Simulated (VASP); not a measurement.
# AlNi in VASP: further runs

Runs on AlNi. Level: r2SCAN. Tasks: single point.

All numbers are computed with VASP 6.6.1; they aren't measurements. Logs are shortened: lines on timing, memory, paths and dates and some standing lists are left out, and cuts for length are marked.

### 1 The cell of the first run

The typed cell holds 2 atoms: a = 2.802 Å, b = 2.802 Å, c = 2.810 Å, α = 90.00°, β = 90.00°, γ = 90.00°.

### 2 Single point, r2SCAN (11.03 Å³/atom)

Contents of POSCAR:

```
AlNi
1.0
    1.9814334772     -1.9813180901      0.0000000000
    1.9814334772      1.9813180901      0.0000000000
    0.0000000000      0.0000000000      2.8103482261
Al Ni
1 1
Direct
    0.0000000000      0.0000000000      0.0000000000
    0.5000000000      0.5000000000      0.5000000000
```

Contents of INCAR.step1:

```
PREC = Accurate
ENCUT = 520
ISMEAR = 0
SIGMA = 0.1
LREAL = F
LASPH = T
NELM = 60
NBANDS = 14
GGA = PE
ALGO = Normal
EDIFF = 1E-4
LWAVE = T
LCHARG = F
```

Contents of INCAR.step2:

```
PREC = Accurate
ENCUT = 520
EDIFF = 1E-6
ISMEAR = 0
SIGMA = 0.1
LREAL = F
LASPH = T
NELM = 60
ALGO = Normal
ISIF = 2
LWAVE = F
LCHARG = F
METAGGA = R2SCAN
LMIXTAU = T
NBANDS = 14
ISTART = 1
```

Contents of KPOINTS:

```
regular mesh
0
Gamma
  16 16 14
```

Potentials or basis: VASP PAW PBE potentials, release 64 (Al, Ni).

Run with:

```sh
$ cat potpaw_PBE.64/Al/POTCAR potpaw_PBE.64/Ni/POTCAR > POTCAR
$ cp INCAR.step1 INCAR
$ mpirun -np 1 vasp_std > vasp.out
$ cp INCAR.step2 INCAR
$ mpirun -np 1 vasp_std > vasp.out
```

OUTCAR:

```text
PREC = Accurate
   ENCUT = 520
   EDIFF = 1E-6
   ISMEAR = 0
   LREAL = F
   LASPH = T
   NELM = 60
   ISIF = 2
   METAGGA = R2SCAN
   ISTART = 1

 ion  position               nearest neighbor table
   1  0.000  0.000  0.000-   2 2.43   2 2.43   2 2.43   2 2.43   2 2.43   2 2.43   2 2.43   2 2.43

   2  0.500  0.500  0.500-   1 2.43   1 2.43   1 2.43   1 2.43   1 2.43   1 2.43   1 2.43   1 2.43

  LATTYP: Found a base centered orthorhombic cell.
 ALAT       =     3.9626361802
 B/A-ratio  =     1.0000582375
 C/A-ratio  =     0.7092117717

  Lattice vectors:

 A1 = (  -1.9814334772,  -1.9813180901,   0.0000000000)
 A2 = (   1.9814334772,  -1.9813180901,   0.0000000000)
 A3 = (   0.0000000000,   0.0000000000,   2.8103482261)

Analysis of symmetry for initial positions (statically):
=====================================================================
 Subroutine PRICEL returns:
 Original cell was already a primitive cell.

 Routine SETGRP: Setting up the symmetry group for a
 base centered orthorhombic supercell.

 Subroutine GETGRP returns: Found  8 space group operations
 (whereof  8 operations were pure point group operations)
 out of a pool of  8 trial point group operations.

The static configuration has the point symmetry D_2h.

Analysis of symmetry for dynamics (positions and initial velocities):
=====================================================================
 Subroutine PRICEL returns:
 Original cell was already a primitive cell.

 Routine SETGRP: Setting up the symmetry group for a
 base centered orthorhombic supercell.

 Subroutine GETGRP returns: Found  8 space group operations
 (whereof  8 operations were pure point group operations)
 out of a pool of  8 trial point group operations.

The dynamic configuration has the point symmetry D_2h.

 Subroutine INISYM returns: Found  8 space group operations
 (whereof  8 operations are pure point group operations),
 and found     1 'primitive' translations

----------------------------------------------------------------------------------------

                                     Primitive cell

  volume of cell :      22.0660

  direct lattice vectors                    reciprocal lattice vectors
[... 88 lines left out ...]
   LREAL  =      F    real-space projection
   EDIFFG = 0.1E-04   stopping-criterion for IOM
   NSW    =      0    number of steps for IOM
   IBRION =     -1    ionic relax: 0-MD 1-quasi-New 2-CG
   NFREE  =      0    steps in history (QN), initial steepest desc. (CG)
   ISIF   =      2    stress and relaxation
   ISYM   =      2    0-nonsym 1-usesym 2-fastsym
   POTIM  = 0.5000    time-step for ionic-motion
   TEBEG  =    0.0;   TEEND  =   0.0 temperature during run
   PSTRESS=    0.0 pullay stress
   NELECT =      13.0000    total number of electrons
   NUPDOWN=      -1.0000    fix difference up-down
   EMIN   =  10.00;   EMAX   =-10.00  energy-range for DOS
   EFERMI =   0.00;   METHOD = LEGACY
   ISMEAR =     0;   SIGMA  =   0.10  broadening in eV -4-tet -1-fermi 0-gaus
   EFERMI_NEDOS =   21; number of points for ismear=-14 and -15
   IALGO  =     38    algorithm
   IMIX   =      4    mixing-type and parameters
     AMIX     =   0.40;   BMIX     =  1.00
     AMIX_MAG =   1.60;   BMIX_MAG =  1.00
  volume/ion in A,a.u.               =      11.03        74.45
  Fermi-wavevector in a.u.,A,eV,Ry     =   1.372402  2.593464 25.626399  1.883487
  Thomas-Fermi vector in A             =   2.498012
   LORBIT       =      0    0 simple, 1 ext, 2 COOP (PROOUT), +10 PAW based schemes
   METAGGA = R2SCAN    functional components
   LHFCALC =     F    Hartree Fock is set to
   AEXX    =    0.0000 exact exchange contribution
   IVDW    =     0    specifies the selected vdW correction
   LEPSILON=     F    determine dielectric tensor
   LRPA    =     F    only Hartree local field effects (RPA)
 non-spin polarized calculation
 Gauss-broadening in eV      SIGMA  =   0.10
  energy-cutoff  :      520.00
  volume of cell :       22.07
 maximum number of plane-waves:       624
 NGX is ok and might be reduce to    24
   NGX = 11   NGY = 11   NGZ = 11

 number of electron      12.9999986 magnetization

 Free energy of the ion-electron system (eV)
  ---------------------------------------------------
  ext. energy  EPLUGINS =         0.00000000
  ---------------------------------------------------
  free energy    TOTEN  =       -20.02085958 eV

  energy without entropy =      -20.01737255  energy(sigma->0) =      -20.01911606

 E-fermi :  10.9690     XC(G=0): -13.4421

 val. band max:       10.9684508655   @ k =  -0.3750   0.3750   0.5000
 cond. band min:      10.9786306336   @ k =  -0.2500   0.0625   0.3571
 fundamental gap:      0.0101797681
 Fermi energy:        10.9690499359

 k-point     1 :       0.0000    0.0000    0.0000
  band No.  band energies     occupation
      1      -1.3486      2.00000
      2       7.2180      2.00000
      3       7.2220      2.00000
      4       9.2011      2.00000
      5       9.2013      2.00000
      6       9.2088      2.00000
      7      17.1702      0.00000
      8      17.2890      0.00000
      9      17.2894      0.00000
     10      19.6404      0.00000
     11      19.6676      0.00000
     12      27.5744      0.00000
     13      33.9840      0.00000
     14      33.9887      0.00000
[... 377 lines left out ...]
      1      -1.1881      2.00000
      2       7.2264      2.00000
      3       7.2459      2.00000
      4       9.1352      2.00000
      5       9.1603      2.00000
      6       9.1773      2.00000
      7      16.2217      0.00000
      8      16.6713      0.00000
      9      17.3807      0.00000
     10      20.1144      0.00000
     11      20.9961      0.00000
     12      28.0641      0.00000
     13      32.1137      0.00000
     14      32.8934      0.00000

 [... further k-points ...]
[... 5 lines left out ...]
  --------------------------------------------------------------------------------------
  -------------------------------------------------------------------------------------
  Total        1.6804510      1.6830965      1.6687436     -0.0000000      0.0000000      0.0000000
  in kB      122.0148246    122.2069144    121.1647696     -0.0000000      0.0000000      0.0000000
  external PRESSURE =     121.7955028 kB  Pullay stress =       0.0000000 kB

 VOLUME and BASIS-vectors are now :
 -----------------------------------------------------------------------------
  energy-cutoff  :      520.00
  volume of cell :       22.07
      direct lattice vectors                 reciprocal lattice vectors
     1.981433477 -1.981318090  0.000000000     0.252342562 -0.252357258  0.000000000
     1.981433477  1.981318090  0.000000000     0.252342562  0.252357258  0.000000000
     0.000000000  0.000000000  2.810348226     0.000000000  0.000000000  0.355827791

 POSITION                                       TOTAL-FORCE (eV/Angst)
 -----------------------------------------------------------------------------------
      0.00000      0.00000      0.00000         0.000000     -0.000000      0.000000
      1.98143      0.00000      1.40517        -0.000000      0.000000      0.000000
 -----------------------------------------------------------------------------------
    total drift:                                0.000000     -0.000000     -0.000000

  FREE ENERGIE OF THE ION-ELECTRON SYSTEM (eV)
  ---------------------------------------------------
  free  energy   TOTEN  =       -20.0208595787 eV

  energy  without entropy=      -20.0173725487  energy(sigma->0) =      -20.01911606
```

OUTCAR.step1:

```text
PREC = Accurate
   ENCUT = 520
   ISMEAR = 0
   LREAL = F
   LASPH = T
[... 632 lines left out ...]
 -----------------------------------------------------------------------------------
      0.00000      0.00000      0.00000         0.000000      0.000000      0.000000
      1.98143      0.00000      1.40517         0.000000      0.000000      0.000000
 -----------------------------------------------------------------------------------
    total drift:                                0.000000     -0.000000     -0.000000

  FREE ENERGIE OF THE ION-ELECTRON SYSTEM (eV)
  ---------------------------------------------------
  free  energy   TOTEN  =       -10.4295445211 eV

  energy  without entropy=      -10.4260947120  energy(sigma->0) =      -10.42781962
```

OSZICAR.step1:

```text
N       E                     dE             d eps       ncg     rms          rms(c)
DAV:   1     0.414759224597E+02    0.41476E+02   -0.53927E+03 16730   0.993E+02
DAV:   2    -0.101856448623E+02   -0.51662E+02   -0.46762E+02 17588   0.184E+02
DAV:   3    -0.119230785672E+02   -0.17374E+01   -0.17214E+01 20740   0.369E+01
DAV:   4    -0.119456481849E+02   -0.22570E-01   -0.22564E-01 19430   0.386E+00
DAV:   5    -0.119463023909E+02   -0.65421E-03   -0.65419E-03 21170   0.713E-01    0.125E+01
DAV:   6    -0.134020458896E+02   -0.14557E+01   -0.42073E+01 19310   0.936E+01    0.145E+01
DAV:   7    -0.104544473800E+02    0.29476E+01   -0.12729E+01 19460   0.557E+01    0.100E+00
DAV:   8    -0.104440687808E+02    0.10379E-01   -0.20159E-01 20542   0.470E+00    0.104E+00
DAV:   9    -0.104297700156E+02    0.14299E-01   -0.42656E-02 21122   0.277E+00    0.182E-01
DAV:  10    -0.104295495017E+02    0.22051E-03   -0.98294E-04 21794   0.421E-01    0.852E-02
DAV:  11    -0.104295445211E+02    0.49806E-05   -0.26299E-05 11044   0.595E-02
   1 F= -.10429545E+02 E0= -.10427820E+02  d E =-.344981E-02
```

Run time: 5.2 min. Hardware: 1 thread of Intel Xeon Platinum 8488C (Sapphire Rapids), shared host; peak memory 0.3 GiB.

Results:

* Free energy: -20.0209 eV
* Pressure: 12.2 GPa
* Band gap on the k mesh: zero (an odd number of electrons rules out a gap without spin polarisation)

Caveat: the cell stands under pressure; the PAW data sets were made with another functional, which shifts forces and pressure a little. Spin polarisation is off, so any magnetic state and its effect on volume and gap are missing.

(Continued in part 2 of 2.)
